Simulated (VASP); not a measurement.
# CdRu2O4 (P1) in VASP: single point with PBEsol

Aim: the single point of CdRu2O4 with PBEsol.

All numbers are computed with VASP 6.6.1; they aren't measurements. Logs are shortened: lines on timing, memory, paths and dates and some standing lists are left out, and cuts for length are marked.

## 1. The cell of the first run

The typed cell holds 14 atoms: a = 6.207 Å, b = 6.207 Å, c = 6.207 Å, α = 60.00°, β = 60.00°, γ = 60.00°.

## 2. Single point, PBEsol

INCAR

```
SYSTEM = CdRu2O4
ALGO = Normal
EDIFF = 1E-6
ENCUT = 520
GGA = PS
ISIF = 2
ISMEAR = 1
LASPH = .TRUE.
LCHARG = .FALSE.
LREAL = .FALSE.
LWAVE = .FALSE.
NBANDS = 77
NELM = 100
PREC = Accurate
SIGMA = 0.15
```

KPOINTS

```
k-points
0
G
  3 3 3
  0 0 0
```

POSCAR

```
CdRu2O4
1.0
    0.0000000000      4.3886968700      4.3886968700
    4.3886968700      0.0000000000      4.3886968700
    4.3886968700      4.3886968700      0.0000000000
Cd Ru O
2 4 8
Direct
   -0.0095138719      0.0001757925     -0.0035665484
    0.2532374718      0.2548231361      0.2397512362
    0.6143265484      0.6244336488      0.6302030151
    0.1539719010      0.6162713170      0.6344470996
    0.6138121588      0.6317368417      0.1212137716
    0.6256490437      0.1260638446      0.6228997083
    0.4071334961      0.4138122440      0.3947022434
    0.4472097432      0.8447755928      0.8389868585
    0.4229375040      0.3789237556      0.7952626038
    0.8550517639      0.4592657137      0.8330115085
    0.7952608948      0.4224454445      0.3890166149
    0.8032686249      0.8573044827      0.8903641823
    0.3966685446      0.7862689318      0.4172703320
    0.8675486398      0.8115199353      0.4830960221
```

Potentials or basis: VASP PAW PBE potentials, release 64 (Cd, Ru_pv, O).

The run is started by

```console
> cat potpaw_PBE.64/Cd/POTCAR potpaw_PBE.64/Ru_pv/POTCAR potpaw_PBE.64/O/POTCAR > POTCAR
> mpirun -np 1 vasp_std > vasp.out
```

OUTCAR:

```text
SYSTEM = CdRu2O4
   EDIFF = 1E-6
   ENCUT = 520
   GGA = PS
   ISIF = 2
   ISMEAR = 1
   LASPH = .TRUE.
   LREAL = .FALSE.
   NELM = 100
   PREC = Accurate

 ion  position               nearest neighbor table
   1  0.990  0.000  0.996-  12 2.22   8 2.31  10 2.33  14 2.48   4 3.52   2 3.74   2 3.78
   2  0.253  0.255  0.240-   9 2.26  11 2.32   7 2.37  13 2.38   4 3.47   3 3.55   1 3.74   1 3.78

   3  0.614  0.624  0.630-   8 1.91  13 1.92   9 1.95  11 1.97  10 1.98  14 2.00   4 2.87   5 3.07
                             6 3.08   6 3.13   5 3.14   4 3.34   2 3.55
   4  0.154  0.616  0.634-  13 1.83   9 1.92   7 1.95  14 1.97  10 2.06  12 2.27   3 2.87   6 2.99
                             5 3.03   5 3.20   6 3.23   3 3.34   2 3.47   1 3.52
   5  0.614  0.632  0.121-  12 1.83   7 1.90  11 1.99   8 2.00  13 2.03  10 2.05   4 3.03   3 3.07
                             6 3.08   6 3.13   3 3.14   4 3.20
   6  0.626  0.126  0.623-   9 1.88  12 1.99   7 2.00   8 2.04  14 2.07  11 2.08   4 2.99   5 3.08
                             3 3.08   3 3.13   5 3.13   4 3.23
   7  0.407  0.414  0.395-   5 1.90   4 1.95   6 2.00   2 2.37
   8  0.447  0.845  0.839-   3 1.91   5 2.00   6 2.04   1 2.31
   9  0.423  0.379  0.795-   6 1.88   4 1.92   3 1.95   2 2.26
  10  0.855  0.459  0.833-   3 1.98   5 2.05   4 2.06   1 2.33
  11  0.795  0.422  0.389-   3 1.97   5 1.99   6 2.08   2 2.32
  12  0.803  0.857  0.890-   5 1.83   6 1.99   1 2.22   4 2.27
  13  0.397  0.786  0.417-   4 1.83   3 1.92   5 2.03   2 2.38
  14  0.868  0.812  0.483-   4 1.97   3 2.00   6 2.07   1 2.48

  LATTYP: Found a face centered cubic cell.
 ALAT       =     8.7773937400

  Lattice vectors:

 A1 = (   0.0000000000,   4.3886968700,   4.3886968700)
 A2 = (   4.3886968700,   0.0000000000,   4.3886968700)
 A3 = (   4.3886968700,   4.3886968700,   0.0000000000)

Analysis of symmetry for initial positions (statically):
=====================================================================
 Subroutine PRICEL returns:
 Original cell was already a primitive cell.

 Routine SETGRP: Setting up the symmetry group for a
 face centered cubic supercell.

 Subroutine GETGRP returns: Found  1 space group operations
 (whereof  1 operations were pure point group operations)
 out of a pool of 48 trial point group operations.

The static configuration has the point symmetry C_1 .

Analysis of symmetry for dynamics (positions and initial velocities):
=====================================================================
 Subroutine PRICEL returns:
 Original cell was already a primitive cell.

 Routine SETGRP: Setting up the symmetry group for a
 face centered cubic supercell.

[... 135 lines left out ...]
   IMIX   =      4    mixing-type and parameters
     AMIX     =   0.40;   BMIX     =  1.00
     AMIX_MAG =   1.60;   BMIX_MAG =  1.00
  volume/ion in A,a.u.               =      12.08        81.49
  Fermi-wavevector in a.u.,A,eV,Ry     =   1.492104  2.819669 30.291682  2.226376
  Thomas-Fermi vector in A             =   2.604675
   LORBIT       =      0    0 simple, 1 ext, 2 COOP (PROOUT), +10 PAW based schemes
   GGA     = PS    functional components
   LHFCALC =     F    Hartree Fock is set to
   AEXX    =    0.0000 exact exchange contribution
   IVDW    =     0    specifies the selected vdW correction
   LEPSILON=     F    determine dielectric tensor
   LRPA    =     F    only Hartree local field effects (RPA)
 non-spin polarized calculation
 Methfessel and Paxton  Order N= 1 SIGMA  =   0.15
  energy-cutoff  :      520.00
  volume of cell :      169.06
 maximum number of plane-waves:      4576
 NGX is ok and might be reduce to    48
   NGX = 23   NGY = 23   NGZ = 23

 number of electron     127.9999998 magnetization

 Free energy of the ion-electron system (eV)
  ---------------------------------------------------
  ext. energy  EPLUGINS =         0.00000000
  ---------------------------------------------------
  free energy    TOTEN  =       -92.77650104 eV

  energy without entropy =      -92.76968880  energy(sigma->0) =      -92.77423030

 E-fermi :   6.4366     XC(G=0): -11.8664

 val. band max:        6.4341074781   @ k =  -0.3333   0.3333  -0.3333
 cond. band min:       6.4624106502   @ k =   0.0000  -0.3333   0.3333
 fundamental gap:      0.0283031721
 Fermi energy:         6.4366156215

 k-point     1 :       0.0000    0.0000    0.0000
  band No.  band energies     occupation
      1     -37.4425      2.00000
      2     -37.1670      2.00000
      3     -37.1342      2.00000
      4     -36.9502      2.00000
      5     -36.8450      2.00000
      6     -36.7926      2.00000
[... 1095 lines left out ...]
     75      10.2937      0.00000
     76      10.5247      0.00000
 [bands above 76 left out]

------------------------ aborting loop because EDIFF is reached ----------------------------------------

  FORCE on cell =-STRESS in cart. coord.  units (eV):
  Direction    XX          YY          ZZ          XY          YZ          ZX
  --------------------------------------------------------------------------------------
  -------------------------------------------------------------------------------------
  Total       12.2094931     14.1173411     21.5290222      0.5963368     -3.3995243     -0.1229238
  in kB      115.7101528    133.7909504    204.0319301      5.6515223    -32.2175104     -1.1649567
  external PRESSURE =     151.1776778 kB  Pullay stress =       0.0000000 kB

 VOLUME and BASIS-vectors are now :
 -----------------------------------------------------------------------------
  energy-cutoff  :      520.00
  volume of cell :      169.06
      direct lattice vectors                 reciprocal lattice vectors
     0.000000000  4.388696870  4.388696870    -0.113929035  0.113929035  0.113929035
     4.388696870  0.000000000  4.388696870     0.113929035 -0.113929035  0.113929035
     4.388696870  4.388696870  0.000000000     0.113929035  0.113929035 -0.113929035

 POSITION                                       TOTAL-FORCE (eV/Angst)
 -----------------------------------------------------------------------------------
      4.37382      8.71999      4.34771         0.465360      0.365752      0.090758
      2.17054      2.16358      2.22972         0.475409      0.142435     -0.272356
      5.50622      5.46186      5.43654         0.043431      1.609995      1.682285
      5.48902      3.46013      3.38036         2.732363     -2.854193     -4.661794
      3.30447      3.22581      5.46634        -0.730872      0.673655     -0.699482
      3.28697      5.47950      3.29904        -2.451202      0.706255     -0.536378
      3.54833      3.51901      3.60288        -1.318415     -0.878055     -2.397719
      7.38952      5.64473      5.67013         2.672190     -1.016445     -0.657742
      5.15315      5.34631      3.51913         1.496012      2.066459     -1.385529
      5.67141      7.40840      5.76814        -0.700792      2.276489     -1.756193
      3.56126      5.19744      5.34414        -1.651224      1.225465      0.472269
      7.66999      7.43284      7.28775        -0.158601      0.468726      3.601173
      5.28197      3.57213      5.19155         0.069366     -2.449237      4.234006
      5.68168      5.92757      7.36892        -0.943024     -2.337301      2.286703
 -----------------------------------------------------------------------------------
    total drift:                                0.000081     -0.000048      0.000037

  FREE ENERGIE OF THE ION-ELECTRON SYSTEM (eV)
  ---------------------------------------------------
  free  energy   TOTEN  =       -92.7765010449 eV

  energy  without entropy=      -92.7696888038  energy(sigma->0) =      -92.77423030
```

OSZICAR:

```text
N       E                     dE             d eps       ncg     rms          rms(c)
DAV:   1     0.146210320932E+04    0.14621E+04   -0.74817E+04  2260   0.175E+03
DAV:   2     0.639668417649E+01   -0.14557E+04   -0.13868E+04  2335   0.510E+02
DAV:   3    -0.104396729511E+03   -0.11079E+03   -0.10764E+03  2460   0.144E+02
DAV:   4    -0.107094318480E+03   -0.26976E+01   -0.26451E+01  2491   0.213E+01
[... 11 lines left out ...]
DAV:  16    -0.927766186329E+02    0.52269E-03   -0.30408E-03  2417   0.317E-01    0.163E-01
DAV:  17    -0.927765058459E+02    0.11279E-03   -0.48623E-04  2417   0.118E-01    0.501E-02
DAV:  18    -0.927765032298E+02    0.26161E-05   -0.66840E-05  2393   0.460E-02    0.303E-02
DAV:  19    -0.927765013851E+02    0.18447E-05   -0.19252E-05  2323   0.239E-02    0.121E-02
DAV:  20    -0.927765010449E+02    0.34021E-06   -0.21096E-06  1412   0.898E-03
   1 F= -.92776501E+02 E0= -.92774230E+02  d E =-.681224E-02
```

stdout:

```text
POSCAR found type information on POSCAR CdRuO
 POSCAR found :  3 types and      14 ions
 scaLAPACK will be used
 -----------------------------------------------------------------------------
|                                                                             |
|                                                                             |
|     You enforced a specific xc type in the INCAR file but a different       |
|     I HOPE YOU KNOW WHAT YOU ARE DOING!                                     |
|                                                                             |
 -----------------------------------------------------------------------------

 LDA part: xc-table for (Slater+PW92), standard interpolation
 POSCAR, INCAR and KPOINTS ok, starting setup
 FFT: planning ... GRIDC
 FFT: planning ... GRID_SOFT
 FFT: planning ... GRID
 WAVECAR not read
 entering main loop
```

Run time: 4.9 min. Hardware: 1 thread of Intel Xeon Platinum 8259CL at 2.50GHz (Skylake/Cascade Lake), shared host; peak memory 0.4 GiB.

What came out:

| Item | Value |
| --- | --- |
| Free energy | -92.7765 eV |
| Pressure | 15.1 GPa |
| Largest force | 6.111 eV/Å |
| Band gap on the k mesh | zero (bands 64 and 65 overlap by 0.17 eV) |

Forces on the atoms (eV/Å):
```
Cd   0.465  0.366  0.091
Cd   0.475  0.142 -0.272
Ru   0.043  1.610  1.682
Ru   2.732 -2.854 -4.662
Ru  -0.731  0.674 -0.699
Ru  -2.451  0.706 -0.536
O   -1.318 -0.878 -2.398
O    2.672 -1.016 -0.658
O    1.496  2.066 -1.386
O   -0.701  2.276 -1.756
O   -1.651  1.225  0.472
O   -0.159  0.469  3.601
O    0.069 -2.449  4.234
O   -0.943 -2.337  2.287
```

Stress tensor (GPa, compression positive):
```
11.57  0.57 -0.12
 0.57 13.38 -3.22
-0.12 -3.22 20.40
```

Caveat: the k points lie up to 0.41 Å⁻¹ apart; the PAW data sets were made with another functional, which shifts forces and pressure a little.

The gap in the log of VASP goes by the Fermi energy; the results here count the filled bands.